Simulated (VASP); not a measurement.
Write the native input for VASP 6.6.1 that does the following.

```yaml
Task: single point
Functional: r2SCAN
Potentials_or_basis: VASP PAW PBE potentials, release 64 (Sn_d, O)
Cutoff: 660 eV
k_mesh: 6 × 6 × 6
Occupations: gaussian, width 0.01 eV
Spin: no spin polarisation
Dipole_correction: no
Further_INCAR_settings: ALGO = Normal; EDIFF = 1e-06; NBANDS = 28
```

Crystal: SnO.

```
Sn O
1.0
     4.01679    0.00000    0.00000
     0.00000    3.79265    0.00000
     0.00000    0.00000    4.75821
Sn O
2 2
Direct
  0.50000 0.00000 0.23350
  0.00000 0.50000 0.76650
  0.00000 0.00000 0.00969
  0.50000 0.50000 0.99031
```

This cell differs from its parent crystal: uniaxial x strain +5.9%.

The input as run:

POSCAR

```
SnO
1.0
    4.0167943881      0.0000000000      0.0000000000
    0.0000000000      3.7926488416      0.0000000000
    0.0000000000      0.0000000000      4.7582137882
Sn O
2 2
Direct
    0.5000000000      0.0000000000      0.2334965399
    0.0000000000      0.5000000000      0.7665034601
    0.0000000000      0.0000000000      0.0096912188
    0.5000000000      0.5000000000     -0.0096912188
```

INCAR.step1

```
PREC     = Accurate       # precision mode
ENCUT    = 660            # plane-wave cutoff, eV
ISMEAR   = 0              # smearing method
SIGMA    = 0.01           # smearing width, eV
LREAL    = False          # projectors in reciprocal space
LASPH    = True           # aspherical terms in the spheres
NELM     = 120            # most SCF steps
NBANDS   = 28             # bands
GGA      = PE             # functional
ALGO     = Normal         # electronic algorithm
EDIFF    = 1E-5           # SCF threshold, eV
LWAVE    = True           # write WAVECAR
LCHARG   = False          # write CHGCAR
GGA_COMPAT= False
```

INCAR.step2

```
PREC     = Accurate       # precision mode
ENCUT    = 660            # plane-wave cutoff, eV
EDIFF    = 1E-6           # SCF threshold, eV
ISMEAR   = 0              # smearing method
SIGMA    = 0.01           # smearing width, eV
LREAL    = False          # projectors in reciprocal space
LASPH    = True           # aspherical terms in the spheres
NELM     = 120            # most SCF steps
ALGO     = Normal         # electronic algorithm
ISIF     = 2              # what is computed and relaxed
LWAVE    = False          # write WAVECAR
LCHARG   = False          # write CHGCAR
METAGGA  = R2SCAN         # meta-GGA
LMIXTAU  = True         
NBANDS   = 28             # bands
ISTART   = 1            
GGA_COMPAT= False
```

KPOINTS

```
Automatic mesh
0
Gamma
  6 6 6
```

Potentials or basis: VASP PAW PBE potentials, release 64 (Sn_d, O).

The run is started by

```bash
$ cat potpaw_PBE.64/Sn_d/POTCAR potpaw_PBE.64/O/POTCAR > POTCAR
$ cp INCAR.step1 INCAR
$ mpirun -np 1 vasp_std > vasp.out
$ cp INCAR.step2 INCAR
$ mpirun -np 1 vasp_std > vasp.out
```

It gave:

| Property | Result |
| --- | --- |
| Pressure | -2.1 GPa |
| Largest force | 0.112 eV/Å |
| Band gap on the k mesh | 0.62 eV (least direct gap 2.28 eV) |

Caveat: the cell differs from its parent crystal (uniaxial x strain +5.9%); the PAW data sets were made with another functional, which shifts forces and pressure a little; spin-orbit coupling is left out, which moves the levels of the heavy elements.

Run time: 7.1 min on 1 thread of AMD EPYC 9R45 (Zen 5), on a shared host, peak memory 0.28 GiB.
